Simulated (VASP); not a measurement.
Set up this calculation in VASP 6.6.1, as the native input.

- Task: single point
- Functional: LDA
- Potentials or basis: VASP PAW LDA potentials, release 64 (Ta_pv, N)
- Cutoff: 520 eV
- k mesh: 18 × 18 × 18
- Occupations: gaussian, width 0.15 eV
- Spin: no spin polarisation
- Dipole correction: no
- Further INCAR settings: ALGO = Normal; EDIFF = 1e-06; NBANDS = 15

The structure of TaN lies in POSCAR:

```
TaN
1.0
    0.0000000000      2.2101387059      2.2101387059
    2.2101387059      0.0000000000      2.2101387059
    2.2101387059      2.2101387059      0.0000000000
Ta N
1 1
Direct
    0.4978278253      0.5021721747      0.5021721747
    0.0280609990     -0.0280609990     -0.0280609990
```

The input as run:

INCAR

```
ALGO     = Normal         # electronic algorithm
EDIFF    = 1E-6           # SCF threshold, eV
ENCUT    = 520            # plane-wave cutoff, eV
ISIF     = 2              # what is computed and relaxed
ISMEAR   = 0              # smearing method
LASPH    = True           # aspherical terms in the spheres
LCHARG   = False          # write CHGCAR
LREAL    = False          # projectors in reciprocal space
LWAVE    = False          # write WAVECAR
NBANDS   = 15             # bands
NELM     = 80             # most SCF steps
PREC     = Accurate       # precision mode
SIGMA    = 0.15           # smearing width, eV
```

KPOINTS

```
k-points
0
Gamma
  18 18 18
```

Potentials or basis: VASP PAW LDA potentials, release 64 (Ta_pv, N).

The run is started by

```bash
$ cat potpaw_LDA.64/Ta_pv/POTCAR potpaw_LDA.64/N/POTCAR > POTCAR
$ mpirun -np 1 vasp_std > vasp.out
```

Results of the run:

```
Pressure               : -12.0 GPa
Largest force          : 1.000 eV/Å
Band gap on the k mesh : zero (band 8 reaches 10.96 eV, above the bottom of band 9 at 7.47 eV)
```

Caveat: spin-orbit coupling is left out, which moves the levels of the heavy elements; forces of over 1 eV/Å act on the atoms, so gaps and moduli don't describe the material at rest.

Run time: 36 s on 1 thread of Intel(R) Xeon(R) 6975P-C (Granite Rapids), with other jobs on the host, peak memory 0.26 GiB.
